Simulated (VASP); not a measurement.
**BeSe3: single point with PBE**

The system is BeSe3.

```
Be Se
1.0
     5.22040    0.00000    0.00000
     0.00000    5.22040    0.00000
     0.00000    0.00000    7.61125
Be Se
2 6
Direct
  0.00000 0.00000 0.00000
  0.50000 0.50000 0.00000
  0.26370 0.76370 0.83455
  0.73630 0.23630 0.83455
  0.23630 0.26370 0.16545
  0.76370 0.73630 0.16545
  0.50000 0.00000 0.34698
  0.00000 0.50000 0.65302
```

```json
{
 "Program": "VASP 6.6.1",
 "Task": "single point",
 "Functional": "PBE",
 "Potentials or basis": "VASP PAW PBE potentials, release 64 (Be, Se)",
 "Cutoff": "520 eV",
 "k mesh": "6 × 6 × 4",
 "Occupations": "gaussian, width 0.02 eV",
 "Spin": "no spin polarisation"
}
```

- Pressure: 0.1 GPa
- Largest force: 0.025 eV/Å
- Band gap on the k mesh: 0.68 eV

Forces on the atoms (eV/Å):
```
Be   0.000  0.000  0.000
Be   0.000  0.000  0.000
Se   0.012  0.012  0.001
Se  -0.012 -0.012  0.001
Se  -0.012  0.012 -0.001
Se   0.012 -0.012 -0.001
Se   0.000  0.000  0.025
Se   0.000  0.000 -0.025
```

Levels at points of the mesh, in eV from the valence-band top:
| k point | band 18 | band 19 | band 20 | band 21 | band 22 | band 23 |
| --- | --- | --- | --- | --- | --- | --- |
| (0.00, 0.00, 0.00) | -1.26 | -0.20 | -0.20 | 1.41 | 1.70 | 2.45 |
| (0.50, 0.00, 0.00) | -1.62 | -0.48 | -0.48 | 2.07 | 2.07 | 3.01 |
| (0.50, 0.50, 0.00) | -1.13 | -0.01 | -0.01 | 1.37 | 1.37 | 2.99 |
| (0.00, 0.00, 0.50) | -0.71 | 0.00 | 0.00 | 0.68 | 1.62 | 2.48 |
| (0.50, 0.00, 0.50) | -1.52 | -0.44 | -0.44 | 2.13 | 2.13 | 3.02 |
| (0.50, 0.50, 0.50) | -0.96 | -0.42 | -0.42 | 1.87 | 1.87 | 2.92 |

It took 99 s on 1 thread of Intel(R) Xeon(R) 6975P-C (Granite Rapids), on a shared host, peak memory 0.37 GiB.

Caveat: semilocal functionals underestimate gaps, and a narrow one can read as zero. A k mesh can miss the band edges.
